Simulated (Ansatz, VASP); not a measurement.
**Two plane-wave programs on Se**

The input INCAR:

```
PREC = Accurate
ENCUT = 520
EDIFF = 1E-7
ISMEAR = 0
SIGMA = 0.05
LREAL = False
LASPH = True
NELM = 80
ALGO = Normal
ISIF = 2
LWAVE = False
LCHARG = False
GGA = PE
IVDW = 12
NBANDS = 16
```

Contents of KPOINTS:

```
regular mesh
0
Gamma
  12 12 8
```

POSCAR

```
Se
1.0
    4.2872307579      0.0000000000      0.0000000000
   -2.1436153789      3.7128507482      0.0000000000
    0.0000000000      0.0000000000      4.9864780945
Se
3
Direct
    0.2473450684      0.0000000000      0.3333333333
    0.0000000000      0.2473450684      0.6666666667
    0.7526549316      0.7526549316      0.0000000000
```

Input for Ansatz:

```yaml
crystal:
  lattice:
    - [4.2872307579, 0.0, 0.0]
    - [-2.1436153789, 3.7128507482, 0.0]
    - [0.0, 0.0, 4.9864780945]
  atoms:
    - { symbol: Se, position: [0.2473450684, 0.0, 0.3333333333] }
    - { symbol: Se, position: [0.0, 0.2473450684, 0.6666666667] }
    - { symbol: Se, position: [0.7526549316, 0.7526549316, 0.0] }
basis:
  ecutwfc: 420
kpoints:
  mp_grid: { grid: [12, 12, 8] }
hamiltonian:
  xc: pbe
  dispersion: d3bj
scf:
  occupations: { method: gaussian, width: 0.05 }
output:
  forces: true
  stress: true
  eigenvalues: true
```

Alike in both runs: task single point; functional PBE; dispersion D3(BJ); k mesh 12 × 12 × 8; occupations gaussian, width 0.05 eV; no spin polarisation.

```csv
,VASP,Ansatz
version,VASP 6.6.1,Ansatz 0.2.0
potentials or method,"VASP PAW PBE potentials, release 64 (Se), cutoff 520 eV","scalar-relativistic, plane waves, PAW"
valence electrons in the cell,18,48
```

VASP gave:

```
gap on the k mesh at the Fermi level (eV)                     : 0.64
least direct gap on the mesh (eV)                             : 1.05
pressure (GPa)                                                : -2.9
traceless stress, the component that is largest in VASP (GPa) : 0.81
rms of the force components (eV/Å)                            : 0.290
```

Q: Which values does Ansatz return?

A: gap on the k mesh at the Fermi level (eV): 0.64; least direct gap on the mesh (eV): 1.06; pressure (GPa): -3.0; traceless stress, the component that is largest in VASP (GPa): 0.79; rms of the force components (eV/Å): 0.299.

Atom by atom the forces differ by 0.009 eV/Å (rms over components). VASP's potentials hold 18 valence electrons a cell and Ansatz's 48, so a difference there can come from the potentials and not from the codes.
